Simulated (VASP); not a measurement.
Set up this calculation in VASP 6.6.1, as the native input.

```
Task                   : single point
Functional             : PBE
Potentials or basis    : VASP PAW PBE potentials, release 64 (Mg, Cd, Te)
Cutoff                 : 520 eV
k mesh                 : 4 × 4 × 4
Occupations            : gaussian, width 0.1 eV
Spin                   : no spin polarisation
Dipole correction      : no
Further INCAR settings : ALGO = Normal; EDIFF = 1e-06; NBANDS = 24
```

The structure of MgCdTe3 lies in POSCAR:

```
MgCdTe3
1.0
    5.3246750100      0.0000000000      0.0000000000
    0.0000000000      5.3246750100      0.0000000000
    0.0000000000      0.0000000000      5.3246750100
Mg Cd Te
1 1 3
Direct
    0.5000000000      0.5000000000      0.5000000000
    0.0000000000      0.0000000000      0.0000000000
    0.0000000000      0.5000000000      0.5000000000
    0.5000000000      0.0000000000      0.5000000000
    0.5000000000      0.5000000000      0.0000000000
```

The input as run:

INCAR

```
PREC = Accurate
ENCUT = 520
EDIFF = 1E-6
ISMEAR = 0
SIGMA = 0.1
LREAL = F
LASPH = T
NELM = 100
ALGO = Normal
ISIF = 2
LWAVE = F
LCHARG = T
GGA = PE
LELF = T
LVHAR = T
NBANDS = 24
```

KPOINTS

```
Automatic mesh
0
Gamma
  4 4 4
```

Potentials or basis: VASP PAW PBE potentials, release 64 (Mg, Cd, Te).

The run is started by

```console
$ cat potpaw_PBE.64/Mg/POTCAR potpaw_PBE.64/Cd/POTCAR potpaw_PBE.64/Te/POTCAR > POTCAR
$ mpirun -np 1 vasp_std > vasp.out
```

Results of the run:

```
Pressure               : 3.6 GPa
Band gap on the k mesh : zero (band 16 reaches 5.08 eV, above the bottom of band 17 at 3.92 eV)
```

Caveat: spin-orbit coupling is left out, which moves the levels of the heavy elements.

It took 14 s on 1 thread of Intel(R) Xeon(R) 6975P-C (Granite Rapids), on a shared host, peak memory 0.26 GiB.
